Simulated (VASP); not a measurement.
# CO2 in VASP: a series of runs

Runs on CO2. Level: PBE. Tasks: single point.

All numbers are computed with VASP 6.6.1; they aren't measurements. Logs are shortened: lines on timing, memory, paths and dates and some standing lists are left out, and cuts for length are marked.

**1. The cell of the first run**

The structure is monoclinic, space group Cm (No. 8). Conventional cell: a = 4.775 Å, b = 5.272 Å, c = 6.587 Å, α = 90.00°, β = 90.00°, γ = 90.00°. C (site symmetry m) has 2 O at 1.17 Å within 1.6 Å. C (site symmetry m) has 2 O at 1.17 to 1.29 Å within 1.6 Å. O (site symmetry m) has 1 C at 1.17 Å within 1.6 Å. O (site symmetry m) has 1 C at 1.17 Å within 1.6 Å. O (site symmetry m) has 1 C at 1.17 Å within 1.6 Å. Within 1.7 Å of O (site symmetry m) lie 1 C at 1.29 Å.

**2. Single point, PBE (one atom moved)**

The input, INCAR:

```
ALGO     = Normal         # electronic algorithm
EDIFF    = 1E-6           # SCF threshold, eV
ENCUT    = 520            # plane-wave cutoff, eV
GGA      = PE             # functional
ISIF     = 2              # what is computed and relaxed
ISMEAR   = 0              # smearing method
LASPH    = T              # aspherical terms in the spheres
LCHARG   = F              # write CHGCAR
LREAL    = F              # projectors in reciprocal space
LWAVE    = F              # write WAVECAR
NBANDS   = 25             # bands
NELM     = 60             # most SCF steps
PREC     = Accurate       # precision mode
SIGMA    = 0.02           # smearing width, eV
```

The input, KPOINTS:

```
k-points
0
Gamma
  6 6 4
```

The input, POSCAR:

```
CO2
1.0
    2.6359112300     -2.3873781200      0.0000000000
    2.6359112300      2.3873781200      0.0000000000
    0.0000000000      0.0000000000      6.5871749100
C O
2 4
Direct
    0.0000000000      0.0000000000      0.0000000000
    0.5000000000      0.5000000000      0.5000000000
    0.8065085700      0.1934914300      0.8918433900
    0.1934914300      0.8065085700      0.1081566100
    0.6934914300      0.3065085700      0.3918433900
    0.2750933537      0.7249066463      0.6081566100
```

Potentials or basis: VASP PAW PBE potentials, release 64 (C, O).

The run is started by

```console
> cat potpaw_PBE.64/C/POTCAR potpaw_PBE.64/O/POTCAR > POTCAR
> mpirun -np 1 vasp_std > vasp.out
```

OUTCAR:

```text
EDIFF = 1E-6
   ENCUT = 520
   GGA = PE
   ISIF = 2
   ISMEAR = 0
   LASPH = T
   LREAL = F
   NELM = 60
   PREC = Accurate

 ion  position               nearest neighbor table
   1  0.000  0.000  0.000-   3 1.17   4 1.17
   2  0.500  0.500  0.500-   5 1.17   6 1.29
   3  0.807  0.193  0.892-   1 1.17
   4  0.193  0.807  0.108-   1 1.17
   5  0.693  0.307  0.392-   2 1.17
   6  0.275  0.725  0.608-   2 1.29

  LATTYP: Found a base centered orthorhombic cell.
 ALAT       =     4.7747562400
 B/A-ratio  =     1.1041029521
 C/A-ratio  =     1.3795834968

  Lattice vectors:

 A1 = (  -2.6359112300,  -2.3873781200,   0.0000000000)
 A2 = (   2.6359112300,  -2.3873781200,   0.0000000000)
 A3 = (   0.0000000000,   0.0000000000,   6.5871749100)

Analysis of symmetry for initial positions (statically):
=====================================================================
 Subroutine PRICEL returns:
 Original cell was already a primitive cell.

 Routine SETGRP: Setting up the symmetry group for a
 base centered orthorhombic supercell.

 Subroutine GETGRP returns: Found  2 space group operations
 (whereof  2 operations were pure point group operations)
 out of a pool of  8 trial point group operations.

The static configuration has the point symmetry C_1h.

Analysis of symmetry for dynamics (positions and initial velocities):
=====================================================================
 Subroutine PRICEL returns:
 Original cell was already a primitive cell.

 Routine SETGRP: Setting up the symmetry group for a
 base centered orthorhombic supercell.

 Subroutine GETGRP returns: Found  2 space group operations
 (whereof  2 operations were pure point group operations)
 out of a pool of  8 trial point group operations.

The dynamic configuration has the point symmetry C_1h.

 Subroutine INISYM returns: Found  2 space group operations
 (whereof  2 operations are pure point group operations),
 and found     1 'primitive' translations

----------------------------------------------------------------------------------------

                                     Primitive cell

  volume of cell :      82.9051

  direct lattice vectors                    reciprocal lattice vectors
     2.635911230 -2.387378120  0.000000000     0.189687723 -0.209434775  0.000000000
     2.635911230  2.387378120  0.000000000     0.189687723  0.209434775  0.000000000
     0.000000000  0.000000000  6.587174910     0.000000000  0.000000000  0.151810148

  length of vectors
     3.556346763  3.556346763  6.587174910     0.282567439  0.282567439  0.151810148

  position of ions in fractional coordinates (direct lattice)
     0.000000000  0.000000000  0.000000000
     0.500000000  0.500000000  0.500000000
     0.806508570  0.193491430  0.891843390
     0.193491430  0.806508570  0.108156610
     0.693491430  0.306508570  0.391843390
     0.275093354  0.724906646  0.608156610

  ion indices of the primitive-cell ions
   primitive index   ion index
                 1           1
                 2           2
                 3           3
                 4           4
                 5           5
                 6           6

----------------------------------------------------------------------------------------

 KPOINTS: k-points

Automatic generation of k-mesh.
 Grid dimensions read from file:
 generate k-points for:    6    6    4

 Generating k-lattice:

  Cartesian coordinates                     Fractional coordinates (reciprocal lattice)
     0.031614621 -0.034905796  0.000000000     0.166666667 -0.000000000  0.000000000
     0.031614621  0.034905796  0.000000000    -0.000000000  0.166666667  0.000000000
     0.000000000  0.000000000  0.037952537     0.000000000  0.000000000  0.250000000

  Length of vectors
     0.047094573  0.047094573  0.037952537

  Shift w.r.t. Gamma in fractional coordinates (k-lattice)
     0.000000000  0.000000000  0.000000000

 Subroutine IBZKPT returns following result:
 ===========================================

 Found     47 irreducible k-points:

 Following reciprocal coordinates:
            Coordinates               Weight
  0.000000  0.000000  0.000000      1.000000
  0.166667 -0.000000  0.000000      4.000000
  0.333333  0.000000  0.000000      4.000000
  0.500000  0.000000  0.000000      2.000000
  0.166667  0.166667  0.000000      2.000000
  0.333333  0.166667  0.000000      4.000000
[... 16 lines left out ...]
  0.500000  0.166667  0.250000      4.000000
  0.500000 -0.166667  0.250000      4.000000
 [... further k-points ...]
   k-points           NKPTS =     47   k-points in BZ     NKDIM =     47   number of bands    NBANDS=     25
   number of dos      NEDOS =    301   number of ions     NIONS =      6
   total plane-waves  NPLWV =  39200
   dimension x,y,z NGX =    28 NGY =   28 NGZ =   50
   dimension x,y,z NGXF=    56 NGYF=   56 NGZF=  100
   ions per type =               2   4
   NGX,Y,Z   is equivalent  to a cutoff of  13.09, 13.09, 12.62 a.u.
   NGXF,Y,Z  is equivalent  to a cutoff of  26.18, 26.18, 25.24 a.u.
 SYSTEM =  unknown system
   PREC   = accura    normal or accurate (medium, high low for compatibility)
   ISTART =      0    job   : 0-new  1-cont  2-samecut
   ICHARG =      2    charge: 1-file 2-atom 10-const
   ISPIN  =      1    spin polarized calculation?
   LNONCOLLINEAR =      F non collinear calculations
   LSORBIT =      F    spin-orbit coupling
   LASPH  =      T    aspherical Exc in radial PAW
   ENCUT  =  520.0 eV  38.22 Ry    6.18 a.u.   6.61  6.61 12.25*2*pi/ulx,y,z
   NELM   =     60;   NELMIN=  2; NELMDL= -5     # of ELM steps
   EDIFF  = 0.1E-05   stopping-criterion for ELM
   LREAL  =      F    real-space projection
   EDIFFG = 0.1E-04   stopping-criterion for IOM
   NSW    =      0    number of steps for IOM
   IBRION =     -1    ionic relax: 0-MD 1-quasi-New 2-CG
   NFREE  =      0    steps in history (QN), initial steepest desc. (CG)
   ISIF   =      2    stress and relaxation
   ISYM   =      2    0-nonsym 1-usesym 2-fastsym
   POTIM  = 0.5000    time-step for ionic-motion
   TEBEG  =    0.0;   TEEND  =   0.0 temperature during run
   PSTRESS=    0.0 pullay stress
   NELECT =      32.0000    total number of electrons
   NUPDOWN=      -1.0000    fix difference up-down
   EMIN   =  10.00;   EMAX   =-10.00  energy-range for DOS
   EFERMI =   0.00;   METHOD = LEGACY
   ISMEAR =     0;   SIGMA  =   0.02  broadening in eV -4-tet -1-fermi 0-gaus
   EFERMI_NEDOS =   21; number of points for ismear=-14 and -15
   IALGO  =     38    algorithm
   IMIX   =      4    mixing-type and parameters
     AMIX     =   0.40;   BMIX     =  1.00
     AMIX_MAG =   1.60;   BMIX_MAG =  1.00
  volume/ion in A,a.u.               =      13.82        93.25
  Fermi-wavevector in a.u.,A,eV,Ry     =   1.191968  2.252492 19.330976  1.420787
  Thomas-Fermi vector in A             =   2.328017
   LORBIT       =      0    0 simple, 1 ext, 2 COOP (PROOUT), +10 PAW based schemes
   GGA     = PE    functional components
   LHFCALC =     F    Hartree Fock is set to
   AEXX    =    0.0000 exact exchange contribution
   IVDW    =     0    specifies the selected vdW correction
   LEPSILON=     F    determine dielectric tensor
   LRPA    =     F    only Hartree local field effects (RPA)
 non-spin polarized calculation
 Gauss-broadening in eV      SIGMA  =   0.02
  energy-cutoff  :      520.00
  volume of cell :       82.91
 maximum number of plane-waves:      2260
 NGX is ok and might be reduce to    28
   NGX = 13   NGY = 13   NGZ = 25

 number of electron      32.0000003 magnetization

 Free energy of the ion-electron system (eV)
  ---------------------------------------------------
  ext. energy  EPLUGINS =         0.00000000
  ---------------------------------------------------
  free energy    TOTEN  =       -45.46806042 eV

  energy without entropy =      -45.46806042  energy(sigma->0) =      -45.46806042

 E-fermi :  -2.7737     XC(G=0):  -8.2330

 val. band max:       -2.9265787307   @ k =   0.5000   0.5000   0.0000
 cond. band min:       3.1685414580   @ k =   0.0000   0.0000   0.0000
 fundamental gap:      6.0951201887
 Fermi energy:        -2.7736791104

 k-point     1 :       0.0000    0.0000    0.0000
  band No.  band energies     occupation
      1     -23.8997      2.00000
      2     -23.7429      2.00000
      3     -22.6842      2.00000
      4     -21.3162      2.00000
      5      -8.5982      2.00000
      6      -8.2771      2.00000
[... 17 lines left out ...]
     24      12.1061      0.00000
     25      13.0092      0.00000

 k-point     2 :       0.1667   -0.0000    0.0000
  band No.  band energies     occupation
      1     -23.8658      2.00000
      2     -23.7289      2.00000
      3     -22.6970      2.00000
      4     -21.3187      2.00000
      5      -8.6771      2.00000
      6      -8.3381      2.00000
[... 17 lines left out ...]
     24      11.9406      0.00000
     25      12.1971      0.00000

 k-point     3 :       0.3333    0.0000    0.0000
  band No.  band energies     occupation
      1     -23.7888      2.00000
      2     -23.7066      2.00000
      3     -22.7260      2.00000
      4     -21.3243      2.00000
      5      -8.7802      2.00000
      6      -8.4135      2.00000
[... 552 lines left out ...]
 k-point    23 :       0.5000    0.1667    0.2500
  band No.  band energies     occupation
      1     -23.7170      2.00000
      2     -23.6899      2.00000
      3     -22.7474      2.00000
      4     -21.3214      2.00000
      5      -8.7529      2.00000
      6      -8.5067      2.00000
[... 17 lines left out ...]
     24      10.5181      0.00000
     25      11.3364      0.00000

 k-point    24 :       0.5000   -0.1667    0.2500
  band No.  band energies     occupation
      1     -23.7196      2.00000
      2     -23.6871      2.00000
      3     -22.7478      2.00000
      4     -21.3211      2.00000
      5      -8.8499      2.00000
      6      -8.4087      2.00000
[... 17 lines left out ...]
     24      10.5755      0.00000
     25      10.9867      0.00000

 [... further k-points ...]

------------------------ aborting loop because EDIFF is reached ----------------------------------------

  FORCE on cell =-STRESS in cart. coord.  units (eV):
  Direction    XX          YY          ZZ          XY          YZ          ZX
  --------------------------------------------------------------------------------------
  -------------------------------------------------------------------------------------
  Total        1.2098859     -4.3320897     -1.1603479      0.0000000     -5.1818109      0.0000000
  in kB       23.3815781    -83.7195412    -22.4242351      0.0000000   -100.1407784      0.0000000
  external PRESSURE =     -27.5873994 kB  Pullay stress =       0.0000000 kB

 VOLUME and BASIS-vectors are now :
 -----------------------------------------------------------------------------
  energy-cutoff  :      520.00
  volume of cell :       82.91
      direct lattice vectors                 reciprocal lattice vectors
     2.635911230 -2.387378120  0.000000000     0.189687723 -0.209434775  0.000000000
     2.635911230  2.387378120  0.000000000     0.189687723  0.209434775  0.000000000
     0.000000000  0.000000000  6.587174910     0.000000000  0.000000000  0.151810148

 POSITION                                       TOTAL-FORCE (eV/Angst)
 -----------------------------------------------------------------------------------
      0.00000      0.00000      0.00000         0.000000      0.053094     -0.121805
      2.63591      0.00000      3.29359         0.000000      6.182668      3.695179
      2.63591     -1.46350      5.87473         0.000000      0.626938     -0.402401
      2.63591      1.46350      0.71245         0.000000     -0.660390      0.522561
      2.63591     -0.92387      2.58114         0.000000     -0.014673      0.170200
      2.63591      1.07387      4.00603         0.000000     -6.187637     -3.863735
 -----------------------------------------------------------------------------------
    total drift:                               -0.000000      0.000137      0.000655

  FREE ENERGIE OF THE ION-ELECTRON SYSTEM (eV)
  ---------------------------------------------------
  free  energy   TOTEN  =       -45.4680604174 eV

  energy  without entropy=      -45.4680604174  energy(sigma->0) =      -45.46806042
```

It took 74 s on 1 thread of Intel Xeon Platinum 8259CL at 2.50GHz (Skylake/Cascade Lake), shared host; peak memory 0.22 GiB.

What came out:

```yaml
Free_energy: -45.4681 eV
Pressure: -2.8 GPa
Largest_force: 7.295 eV/Å
Band_gap_on_the_k_mesh: 6.10 eV (least direct gap 6.63 eV)
```

Forces on the atoms (eV/Å):
```
C    0.000  0.053 -0.122
C    0.000  6.183  3.695
O    0.000  0.627 -0.402
O    0.000 -0.660  0.523
O    0.000 -0.015  0.170
O    0.000 -6.188 -3.864
```

Stress tensor (GPa, compression positive):
```
  2.34   0.00   0.00
  0.00  -8.37 -10.01
  0.00 -10.01  -2.24
```

Caveat: the cell differs from its parent crystal (one atom moved); the stress differs along the axes, from -8 to 2 GPa; this functional lacks dispersion, which holds the molecules together, so the pressure and a relaxed volume are unreliable; forces of over 1 eV/Å act on the atoms, so gaps and moduli don't describe the material at rest. A k mesh can miss the band edges.

**3. Single point, PBE (one atom moved)**

The input, INCAR:

```
ALGO = Normal
EDIFF = 1E-7
ENCUT = 520
GGA = PE
ISIF = 2
ISMEAR = 0
LASPH = True
LCHARG = False
LREAL = False
LWAVE = False
NBANDS = 25
NELM = 80
PREC = Accurate
SIGMA = 0.02
```

KPOINTS is that of step 2.

POSCAR, as its differences from that of step 2:

```diff
@@ -12,3 +12,3 @@
     0.1934914300      0.8065085700      0.1081566100
-    0.6934914300      0.3065085700      0.3918433900
-    0.2750933537      0.7249066463      0.6081566100
+    0.6822959740      0.2786169737      0.3764407324
+    0.3065085700      0.6934914300      0.6081566100
```

Potentials or basis: VASP PAW PBE potentials, release 64 (C, O).

The run is started by

```console
> cat potpaw_PBE.64/C/POTCAR potpaw_PBE.64/O/POTCAR > POTCAR
> mpirun -np 1 vasp_std > vasp.out
```

It took 3.7 min on 1 thread of AMD EPYC 7R13, shared host; peak memory 0.23 GiB.

Results (log left out):

| Property | Result |
| --- | --- |
| Free energy | -45.6102 eV |
| Pressure | -1.7 GPa |
| Largest force | 6.520 eV/Å |
| Band gap on the k mesh | 6.03 eV (least direct gap 6.51 eV) |

Forces in eV/Å, atoms in the order of the input:
```
C    0.003 -0.094  0.128
C   -0.998 -4.711 -4.395
O    0.003  0.673 -0.555
O   -0.018 -0.575  0.375
O    0.815  4.693  4.238
O    0.195  0.014  0.209
```

Stress tensor (GPa, compression positive):
```
 2.05 -0.92 -0.94
-0.92 -4.34 -9.01
-0.94 -9.01 -2.90
```

Levels at points of the mesh, in eV from the valence-band top:
```
           k point  band 13  band 14  band 15  band 16  band 17  band 18  band 19  band 20
(0.00, 0.00, 0.00)    -0.95    -0.93    -0.55    -0.48     6.03     6.67     7.07     7.55
(0.50, 0.00, 0.00)    -0.74    -0.65    -0.36    -0.22     6.74     7.40     7.62     8.49
(0.00, 0.50, 0.00)    -0.74    -0.51    -0.33    -0.22     6.62     7.51     7.73     8.50
(0.50, 0.50, 0.00)    -1.01    -0.68    -0.30     0.00     7.15     7.87     8.65     8.84
(0.00, 0.00, 0.50)    -0.84    -0.77    -0.69    -0.59     6.36     7.06     7.41     7.63
(0.50, 0.00, 0.50)    -0.82    -0.73    -0.29    -0.21     6.79     7.52     7.62     8.56
(0.00, 0.50, 0.50)    -0.81    -0.60    -0.26    -0.19     6.68     7.60     7.77     8.57
(0.50, 0.50, 0.50)    -0.74    -0.62    -0.39    -0.24     7.43     7.89     8.32     8.83
```

Caveat: the cell differs from its parent crystal (one atom moved); the stress differs along the axes, from -4 to 2 GPa; this functional lacks dispersion, which holds the molecules together, so the pressure and a relaxed volume are unreliable; forces of over 1 eV/Å act on the atoms, so gaps and moduli don't describe the material at rest. A k mesh can miss the band edges.

**4. Single point, PBE (one atom moved)**

The input, INCAR:

```
  PREC = Accurate
  ENCUT = 520
  EDIFF = 1E-7
  ISMEAR = 0
  SIGMA = 0.02
  LREAL = F
  LASPH = T
  NELM = 80
  ALGO = Normal
  ISIF = 2
  LWAVE = F
  LCHARG = F
  GGA = PE
  NBANDS = 25
```

The input, KPOINTS:

```
Automatic mesh
0
Gamma
  6 6 4
```

POSCAR, as its differences from that of step 3:

```diff
@@ -10,5 +10,5 @@
     0.5000000000      0.5000000000      0.5000000000
-    0.8065085700      0.1934914300      0.8918433900
+    0.8035150955      0.2286862924      0.9045301641
     0.1934914300      0.8065085700      0.1081566100
-    0.6822959740      0.2786169737      0.3764407324
+    0.6934914300      0.3065085700      0.3918433900
     0.3065085700      0.6934914300      0.6081566100
```

The run is started by

```console
> cat potpaw_PBE.64/C/POTCAR potpaw_PBE.64/O/POTCAR > POTCAR
> mpirun -np 1 vasp_std > vasp.out
```

Run time: 3.4 min. Hardware: 1 thread of AMD EPYC 7R13, shared host; peak memory 0.23 GiB.

The run converged. Its results:

```
Free energy            : -45.8945 eV
Pressure               : 2.2 GPa
Largest force          : 2.627 eV/Å
Band gap on the k mesh : 6.30 eV (least direct gap 6.89 eV)
```

Forces on the atoms (eV/Å):
```
C    0.631  2.434 -0.759
C   -0.001 -0.020  0.009
O   -0.452 -1.823  0.625
O   -0.186 -0.628  0.096
O   -0.003 -0.624 -0.457
O    0.010  0.660  0.485
```

Stress tensor (GPa, compression positive):
```
 2.26 -0.26  0.24
-0.26  1.82  2.96
 0.24  2.96  2.40
```

Levels at points of the mesh, in eV from the valence-band top:
| k point | band 13 | band 14 | band 15 | band 16 | band 17 | band 18 | band 19 | band 20 |
| --- | --- | --- | --- | --- | --- | --- | --- | --- |
| (0.00, 0.00, 0.00) | -1.01 | -0.94 | -0.68 | -0.59 | 6.30 | 6.98 | 7.56 | 7.63 |
| (0.50, 0.00, 0.00) | -0.77 | -0.76 | -0.35 | -0.25 | 7.02 | 7.55 | 8.24 | 8.51 |
| (0.00, 0.50, 0.00) | -0.76 | -0.63 | -0.36 | -0.21 | 7.29 | 7.50 | 8.05 | 8.53 |
| (0.50, 0.50, 0.00) | -1.01 | -0.62 | -0.37 | 0.00 | 7.54 | 8.55 | 8.72 | 8.81 |
| (0.00, 0.00, 0.50) | -0.86 | -0.84 | -0.80 | -0.69 | 6.80 | 7.38 | 7.48 | 7.66 |
| (0.50, 0.00, 0.50) | -0.86 | -0.81 | -0.32 | -0.22 | 7.10 | 7.58 | 8.29 | 8.54 |
| (0.00, 0.50, 0.50) | -0.82 | -0.72 | -0.30 | -0.18 | 7.36 | 7.58 | 8.08 | 8.55 |
| (0.50, 0.50, 0.50) | -0.75 | -0.66 | -0.37 | -0.20 | 7.91 | 8.30 | 8.58 | 8.80 |

Caveat: the cell differs from its parent crystal (one atom moved); this functional lacks dispersion, which holds the molecules together, so the pressure and a relaxed volume are unreliable; forces of over 1 eV/Å act on the atoms, so gaps and moduli don't describe the material at rest. A k mesh can miss the band edges.

**5. Overview**

```csv
cell,gap on the mesh (eV),pressure (GPa),largest force (eV/Å)
"as given, atomic positions A",6.10,-2.8,7.29
"as given, atomic positions B",6.03,-1.7,6.52
"as given, atomic positions C",6.30,2.2,2.63
```

Alike in all rows: task single point; level PBE; potentials or basis VASP PAW PBE potentials, release 64 (C, O); no spin polarisation; k mesh 6 × 6 × 4; cutoff (eV) 520; smearing gaussian 0.02 eV.

Caveats: this functional lacks dispersion, which holds the molecules together, so the pressure and a relaxed volume are unreliable; forces of over 1 eV/Å act on the atoms, so gaps and moduli don't describe the material at rest; the stress differs along the axes, from -8 to 2 GPa (at least some runs); the stress differs along the axes, from -4 to 2 GPa (at least some runs).

Total energies depend on the potentials used, so only differences within one code and one set of settings carry meaning.
